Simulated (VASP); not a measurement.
# BeTe (F-43m) in VASP: notebook, part 2 of 2

VASP 6.6.1. Earlier steps stand in the parts before.

**4. Single point, PBEsol**

This run uses another cell than the first one, of 21.47 Å³/atom, 1.063 times its volume.

Input file INCAR:

```
ALGO = Normal
EDIFF = 1E-6
ENCUT = 600
GGA = PS
GGA_COMPAT = False
ISIF = 2
ISMEAR = -1
LASPH = True
LCHARG = False
LREAL = False
LWAVE = False
NBANDS = 11
NELM = 120
PREC = Accurate
SIGMA = 0.01
```

Input file KPOINTS:

```
k-points
0
Gamma
  6 6 6
```

Input file POSCAR:

```
BeTe
1.0
    0.0000000000      2.7792027254      2.7792027254
    2.7792027254      0.0000000000      2.7792027254
    2.7792027254      2.7792027254      0.0000000000
Be Te
1 1
Direct
    0.0000000000      0.0000000000      0.0000000000
    0.2500000000      0.2500000000      0.2500000000
```

Potentials or basis: VASP PAW PBE potentials, release 64 (Be, Te).

Launch:

```sh
> cat potpaw_PBE.64/Be/POTCAR potpaw_PBE.64/Te/POTCAR > POTCAR
> mpirun -np 1 vasp_std > vasp.out
```

OUTCAR:

```text
EDIFF = 1E-6
   ENCUT = 600
   GGA = PS
   ISIF = 2
   ISMEAR = -1
   LASPH = True
   LREAL = False
   NELM = 120
   PREC = Accurate

 ion  position               nearest neighbor table
   1  0.000  0.000  0.000-   2 2.41   2 2.41   2 2.41   2 2.41
   2  0.250  0.250  0.250-   1 2.41   1 2.41   1 2.41   1 2.41

  LATTYP: Found a face centered cubic cell.
 ALAT       =     5.5584054508

  Lattice vectors:

 A1 = (   0.0000000000,   2.7792027254,   2.7792027254)
 A2 = (   2.7792027254,   0.0000000000,   2.7792027254)
 A3 = (   2.7792027254,   2.7792027254,   0.0000000000)

Analysis of symmetry for initial positions (statically):
=====================================================================
 Subroutine PRICEL returns:
 Original cell was already a primitive cell.

 Routine SETGRP: Setting up the symmetry group for a
 face centered cubic supercell.

 Subroutine GETGRP returns: Found 24 space group operations
 (whereof 24 operations were pure point group operations)
 out of a pool of 48 trial point group operations.

The static configuration has the point symmetry T_d .

[... 158 lines left out ...]
  band No.  band energies     occupation
      1      -7.1446      2.00000
      2       5.4556      2.00000
      3       5.4556      2.00000
      4       5.4556      2.00000
      5       9.0179      0.00000
      6       9.0179      0.00000
      7       9.0179      0.00000
      8       9.4760      0.00000
      9      13.7048      0.00000
     10      15.7804      0.00000
     11      15.7804      0.00000
[... 197 lines left out ...]
 k-point    16 :      -0.3333    0.5000    0.1667
  band No.  band energies     occupation
      1      -5.1318      2.00000
      2       0.4706      2.00000
      3       1.8524      2.00000
      4       2.1528      2.00000
      5       9.0518      0.00000
      6       9.6704      0.00000
      7      12.8721      0.00000
      8      13.1980      0.00000
      9      16.5713      0.00000
     10      17.4734      0.00000
     11      18.4641      0.00000

------------------------ aborting loop because EDIFF is reached ----------------------------------------

  FORCE on cell =-STRESS in cart. coord.  units (eV):
  Direction    XX          YY          ZZ          XY          YZ          ZX
  --------------------------------------------------------------------------------------
  -------------------------------------------------------------------------------------
  Total        0.5112863      0.5112863      0.5112863      0.0000000     -0.0000000      0.0000000
  in kB       19.0802492     19.0802492     19.0802492      0.0000000     -0.0000000      0.0000000
  external PRESSURE =      19.0802492 kB  Pullay stress =       0.0000000 kB

 VOLUME and BASIS-vectors are now :
 -----------------------------------------------------------------------------
  energy-cutoff  :      600.00
  volume of cell :       42.93
      direct lattice vectors                 reciprocal lattice vectors
     0.000000000  2.779202725  2.779202725    -0.179907711  0.179907711  0.179907711
     2.779202725  0.000000000  2.779202725     0.179907711 -0.179907711  0.179907711
     2.779202725  2.779202725  0.000000000     0.179907711  0.179907711 -0.179907711

 POSITION                                       TOTAL-FORCE (eV/Angst)
 -----------------------------------------------------------------------------------
      0.00000      0.00000      0.00000        -0.000000     -0.000000     -0.000000
      1.38960      1.38960      1.38960         0.000000      0.000000      0.000000
 -----------------------------------------------------------------------------------
    total drift:                                0.000000      0.000000      0.000000

  FREE ENERGIE OF THE ION-ELECTRON SYSTEM (eV)
  ---------------------------------------------------
  free  energy   TOTEN  =        -8.2022343813 eV

  energy  without entropy=       -8.2022343813  energy(sigma->0) =       -8.20223438
```

OSZICAR:

```text
N       E                     dE             d eps       ncg     rms          rms(c)
DAV:   1     0.219045575031E+02    0.21905E+02   -0.35713E+03   352   0.667E+02
DAV:   2    -0.697823273938E+01   -0.28883E+02   -0.27226E+02   472   0.999E+01
DAV:   3    -0.835268614504E+01   -0.13745E+01   -0.13715E+01   455   0.228E+01
DAV:   4    -0.836704102704E+01   -0.14355E-01   -0.14354E-01   408   0.266E+00
DAV:   5    -0.836731028549E+01   -0.26926E-03   -0.26926E-03   465   0.372E-01    0.419E+00
DAV:   6    -0.824445312854E+01    0.12286E+00   -0.12024E-01   415   0.139E+00    0.250E+00
DAV:   7    -0.820213940564E+01    0.42314E-01   -0.11306E-01   412   0.144E+00    0.453E-01
DAV:   8    -0.820210184703E+01    0.37559E-04   -0.57191E-03   409   0.440E-01    0.937E-02
DAV:   9    -0.820221754352E+01   -0.11570E-03   -0.20495E-04   416   0.888E-02    0.297E-02
DAV:  10    -0.820223415587E+01   -0.16612E-04   -0.33970E-05   396   0.284E-02    0.135E-02
DAV:  11    -0.820223438126E+01   -0.22539E-06   -0.10461E-06   432   0.638E-03
   1 F= -.82022344E+01 E0= -.82022344E+01  d E =-.856133E-12
```

stdout:

```text
POSCAR found type information on POSCAR BeTe
 POSCAR found :  2 types and       2 ions
 scaLAPACK will be used
 -----------------------------------------------------------------------------
|                                                                             |
|                                                                             |
|     You enforced a specific xc type in the INCAR file but a different       |
|     I HOPE YOU KNOW WHAT YOU ARE DOING!                                     |
|                                                                             |
 -----------------------------------------------------------------------------

 LDA part: xc-table for (Slater+PW92), standard interpolation
 POSCAR, INCAR and KPOINTS ok, starting setup
 FFT: planning ... GRIDC
 FFT: planning ... GRID_SOFT
 FFT: planning ... GRID
 WAVECAR not read
 entering main loop
```

Wall time 5.8 s (1 thread of Intel Xeon 6975P-C, shared host); peak memory 0.18 GiB.

Results:

```yaml
Free_energy: -8.2022 eV
Pressure: 1.9 GPa
Band_gap_on_the_k_mesh: 1.75 eV, indirect (least direct gap 3.56 eV)
```

Caveat: the PAW data sets were made with another functional, which shifts forces and pressure a little; spin-orbit coupling is left out, which moves the levels of the heavy elements.

**5. Single point, PBEsol**

This run uses another cell than the first one, of 22.10 Å³/atom, 1.095 times its volume.

Input file INCAR:

```
SYSTEM = BeTe
ALGO = Normal
EDIFF = 1E-6
ENCUT = 600
GGA = PS
GGA_COMPAT = .FALSE.
ISIF = 2
ISMEAR = -1
LASPH = .TRUE.
LCHARG = .TRUE.
LELF = .TRUE.
LREAL = .FALSE.
LVHAR = .TRUE.
LWAVE = .FALSE.
NBANDS = 11
NELM = 120
PREC = Accurate
SIGMA = 0.01
```

Input file KPOINTS:

```
k-points
0
G
  6 6 6
  0 0 0
```

Input file POSCAR:

```
BeTe
1.0
    0.0000000000      2.8064515486      2.8064515486
    2.8064515486      0.0000000000      2.8064515486
    2.8064515486      2.8064515486      0.0000000000
Be Te
1 1
Direct
    0.0000000000      0.0000000000      0.0000000000
    0.2500000000      0.2500000000      0.2500000000
```

Launch:

```sh
> cat potpaw_PBE.64/Be/POTCAR potpaw_PBE.64/Te/POTCAR > POTCAR
> mpirun -np 1 vasp_std > vasp.out
```

Wall time 5.7 s (1 thread of Intel Xeon 6975P-C, shared host); peak memory 0.18 GiB.

Results (log left out):

| Quantity | Value |
| --- | --- |
| Free energy | -8.2097 eV |
| Pressure | 0.0 GPa |
| Band gap on the k mesh | 1.83 eV, indirect (least direct gap 3.59 eV) |

Levels at points of the mesh, in eV from the valence-band top:
```tsv
k point	band 1	band 2	band 3	band 4	band 5	band 6	band 7	band 8
(0.00, 0.00, 0.00)	-12.40	0.00	0.00	0.00	3.59	3.59	3.59	3.80
(0.50, 0.00, 0.00)	-11.02	-5.64	-1.15	-1.15	3.06	4.55	4.55	7.66
(0.50, 0.50, 0.00)	-10.52	-5.18	-2.70	-2.70	1.83	2.60	9.77	9.77
```

Caveat: the PAW data sets were made with another functional, which shifts forces and pressure a little; spin-orbit coupling is left out, which moves the levels of the heavy elements. A k mesh can miss the band edges.

**6. Single point, PBEsol**

This run uses another cell than the first one, of 22.74 Å³/atom, 1.126 times its volume.

Input file INCAR:

```
ALGO     = Normal         # electronic algorithm
EDIFF    = 1E-6           # SCF threshold, eV
ENCUT    = 600            # plane-wave cutoff, eV
GGA      = PS             # functional
GGA_COMPAT= F            
ISIF     = 2              # what is computed and relaxed
ISMEAR   = -1             # smearing method
LASPH    = T              # aspherical terms in the spheres
LCHARG   = T              # write CHGCAR
LELF     = T              # ELF
LREAL    = F              # projectors in reciprocal space
LVHAR    = T            
LWAVE    = F              # write WAVECAR
NBANDS   = 11             # bands
NELM     = 120            # most SCF steps
PREC     = Accurate       # precision mode
SIGMA    = 0.01           # smearing width, eV
```

Input file KPOINTS:

```
k-points
0
Gamma
  6 6 6
```

Input file POSCAR:

```
BeTe
1.0
    0.0000000000      2.8331812673      2.8331812673
    2.8331812673      0.0000000000      2.8331812673
    2.8331812673      2.8331812673      0.0000000000
Be Te
1 1
Direct
    0.0000000000      0.0000000000      0.0000000000
    0.2500000000      0.2500000000      0.2500000000
```

Potentials or basis: VASP PAW PBE potentials, release 64 (Be, Te).

Launch:

```sh
> cat potpaw_PBE.64/Be/POTCAR potpaw_PBE.64/Te/POTCAR > POTCAR
> mpirun -np 1 vasp_std > vasp.out
```

It took 7.5 s on 1 thread of Intel Xeon 6975P-C, shared host; peak memory 0.18 GiB.

It converged, with:

| Property | Result |
| --- | --- |
| Free energy | -8.2034 eV |
| Pressure | -1.6 GPa |
| Band gap on the k mesh | 1.90 eV, indirect (least direct gap 3.60 eV) |

Levels at points of the mesh, in eV from the valence-band top:
| k point | band 1 | band 2 | band 3 | band 4 | band 5 | band 6 | band 7 | band 8 |
| --- | --- | --- | --- | --- | --- | --- | --- | --- |
| (0.00, 0.00, 0.00) | -12.21 | 0.00 | 0.00 | 0.00 | 3.60 | 3.61 | 3.61 | 3.61 |
| (0.50, 0.00, 0.00) | -10.91 | -5.46 | -1.10 | -1.10 | 2.98 | 4.56 | 4.56 | 7.67 |
| (0.50, 0.50, 0.00) | -10.44 | -5.03 | -2.59 | -2.59 | 1.90 | 2.64 | 9.59 | 9.59 |

Caveat: the PAW data sets were made with another functional, which shifts forces and pressure a little; spin-orbit coupling is left out, which moves the levels of the heavy elements. A hybrid or GW would open this gap; PBEsol tends to underestimate it.

**7. Summary**

```tsv
cell	gap on the mesh (eV)	pressure (GPa)
a = 3.851 Å, angles 60.0°, 2 atoms	1.59	6.6
a = 3.891 Å, angles 60.0°, 2 atoms	1.67	4.1
a = 3.930 Å, angles 60.0°, 2 atoms	1.75	1.9
a = 3.969 Å, angles 60.0°, 2 atoms	1.83	0.0
a = 4.007 Å, angles 60.0°, 2 atoms	1.90	-1.6
```

Alike in all rows: task single point; level PBEsol; potentials or basis VASP PAW PBE potentials, release 64 (Be, Te); no spin polarisation; k mesh 6 × 6 × 6; cutoff (eV) 600; smearing fermi-dirac 0.01 eV.

Caveats: the PAW data sets were made with another functional, which shifts forces and pressure a little; spin-orbit coupling is left out, which moves the levels of the heavy elements.

Absolute energies hang on the potentials; compare differences alone.
